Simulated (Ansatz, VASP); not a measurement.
## One calculation of Mg, two programs

```
CELL_PARAMETERS angstrom
0.00000 2.28585 2.28585
2.28585 0.00000 2.28585
2.28585 2.28585 0.00000
ATOMIC_POSITIONS crystal
Mg 0.00000 0.00000 0.00000
```

Alike in both runs: task single point; functional RPBE; k mesh 13 × 13 × 13; occupations fermi-dirac, width 0.1 eV; no spin polarisation.

```csv
,VASP,Ansatz
version,VASP 6.6.1,Ansatz 0.2.0
potentials or method,"VASP PAW PBE potentials, release 64 (Mg), cutoff 520 eV","plane waves (420 eV) with PAW, scalar-relativistic"
valence electrons in the cell,2,10
```

Ansatz gave:

| Quantity | Value |
| --- | --- |
| pressure (GPa) | 0.0 |

Task: Estimate VASP's values.

Result: Pressure (GPa): -0.2.

VASP's potentials were made for PBE, not for RPBE. The functional is the same, so the differences come from potentials, cutoffs and numerics. VASP's potentials hold 2 valence electrons a cell and Ansatz's 10, so a difference there can come from the potentials and not from the codes.
